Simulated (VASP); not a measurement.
# Al: single point with revPBE

The system is Al.

```
CELL_PARAMETERS angstrom
2.93361 0.00000 0.00000
-1.46681 2.54058 0.00000
0.00000 0.00000 9.73575
ATOMIC_POSITIONS crystal
Al 0.00000 0.00000 0.00000
Al 0.00000 0.00000 0.50000
Al 0.33333 0.66667 0.25000
Al 0.66667 0.33333 0.75000
```

This cell differs from its parent crystal: volume scaled by 1.08.

* Program: VASP 6.6.1
* Task: single point
* Functional: revPBE
* Potentials or basis: VASP PAW PBE potentials, release 64 (Al)
* Cutoff: 520 eV
* k mesh: 14 × 14 × 4
* Occupations: fermi-dirac, width 0.1 eV
* Spin: no spin polarisation
* Dipole correction: no
* Further INCAR settings: ALGO = Normal; EDIFF = 1e-06; NBANDS = 14

```
Pressure               : -5.0 GPa
Band gap on the k mesh : zero (band 6 reaches 10.63 eV, above the bottom of band 7 at 5.41 eV)
```

Stress tensor (GPa, compression positive):
```
-5.20  0.00  0.00
 0.00 -5.20  0.00
 0.00  0.00 -4.51
```

Levels at points of the mesh, in eV from the Fermi level:
| k point | band 3 | band 4 | band 5 | band 6 | band 7 | band 8 | band 9 | band 10 |
| --- | --- | --- | --- | --- | --- | --- | --- | --- |
| (0.00, 0.00, 0.00) | -8.96 | -4.44 | -4.33 | 2.95 | 2.96 | 10.17 | 10.17 | 10.43 |
| (0.50, 0.00, 0.00) | -3.65 | -3.54 | -3.22 | -3.09 | 0.84 | 0.98 | 1.27 | 1.32 |
| (0.00, 0.00, 0.50) | -7.04 | -7.04 | -1.04 | -1.04 | 7.49 | 7.49 | 10.45 | 10.45 |
| (0.50, 0.00, 0.50) | -4.44 | -4.44 | -1.77 | -1.77 | -1.19 | -1.19 | 4.10 | 4.10 |

Wall time 34 s on 1 thread of Intel(R) Xeon(R) Platinum 8259CL CPU @ 2.50GHz (Skylake/Cascade Lake), with other jobs on the host, peak memory 0.21 GiB.

Caveat: the PAW data sets were made with another functional, which shifts forces and pressure a little.
